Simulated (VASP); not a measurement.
Runs of VASP 6.6.1 on Cu. The structure is that of space group Fm-3m (No. 225), or close to it. The cells are those of the table. 

| potentials or basis | cell | cutoff (eV) | smearing | gap on the mesh (eV) | pressure (GPa) |
| --- | --- | --- | --- | --- | --- |
| VASP PAW PBE potentials, release 64 (Cu) | a = 2.535, b = 2.535, c = 2.502 Å, angles 60.4, 60.4, 59.2°, 1 atom | 520 | methfessel-paxton 0.15 eV | none | 8.8 |
| VASP PAW PBE potentials, release 64 (Cu) | a = 2.599, b = 2.599, c = 2.567 Å, angles 60.4, 60.4, 59.2°, 1 atom | 520 | gaussian 0.15 eV | none | -2.6 |
| VASP PAW PBE potentials, release 64 (Cu) | a = 2.535, b = 2.535, c = 2.502 Å, angles 60.4, 60.4, 59.2°, 1 atom | 520 | gaussian 0.15 eV | none | (a) |
| VASP PAW PBE potentials, release 64 (Cu) | a = 2.600, b = 2.600, c = 2.502 Å, angles 61.2, 61.2, 57.5°, 1 atom | 520 | gaussian 0.15 eV | none | (b) |
| VASP PAW PBE potentials, release 64 (Cu_sv_GW) | a = 2.663, b = 2.663, c = 2.631 Å, angles 60.4, 60.4, 59.2°, 1 atom | 700 | gaussian 0.15 eV | none | -14.3 |

Alike in all rows: task single point; level PBE; no spin polarisation; k mesh 28 × 28 × 28.

**Question.** Fill in the values left out.

**Answer.** (a) 9.0; (b) 1.1.

Caveats: the cell stands under pressure (at least some runs); the cell stands under tension (at least some runs).

A gap of «none» marks levels without a gap at the run's occupations.

The runs don't all hold the same shells in valence.
